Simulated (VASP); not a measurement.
I:

```
I
1.0
     0.00000    1.94691    1.94691
     1.94691    0.00000    1.94691
     1.94691    1.94691    0.00000
I
1
Direct
  0.00000 0.00000 0.00000
```

| Property | Result |
| --- | --- |
| Program | VASP 6.6.1 |
| Task | relaxation of cell and atoms |
| Functional | PBE |
| Potentials or basis | VASP PAW PBE potentials, release 64 (I) |
| Cutoff | 600 eV |
| k mesh | 14 × 14 × 14 |
| Occupations | fermi-dirac, width 0.08 eV |
| Spin | no spin polarisation |

At the start: pressure 181.5 GPa; volume 14.76 Å³/atom.

Q: Where does the relaxation end?

A: Over 11 steps the energy falls by 4983.7 meV/atom and the volume is 35.10 Å³/atom (+137.8 %); space group Fm-3m (No. 225, to 0.05 Å).

The path:
```tsv
step	energy change (eV)	largest force (eV/Å)	pressure (GPa)	volume (Å³)
1	0.0000	0.0000	181.52	14.76
2	-4.3464	0.0000	-1.11	87.04
3	-4.3756	0.0000	-1.26	83.03
4	-4.4084	0.0000	-1.38	78.99
5	-4.9667	0.0000	-1.55	38.33
6	-4.5132	0.0000	20.76	24.70
7	-4.9791	0.0000	-0.89	36.73
8	-4.9836	0.0000	0.11	34.95
9	-4.9835	0.0000	-0.24	35.48
10	-4.9837	0.0000	-0.05	35.24
11	-4.9837	0.0000	0.02	35.10
```

Final structure:
```
CELL_PARAMETERS angstrom
0.00000 2.59871 2.59871
2.59871 0.00000 2.59871
2.59871 2.59871 0.00000
ATOMIC_POSITIONS crystal
I 0.00000 0.00000 0.00000
```

Caveat: the volume moved by over 15 % at a fixed basis, so the end points are rough; an odd number of electrons without spin polarisation forces a metal; a magnetic or distorted state may lie lower.
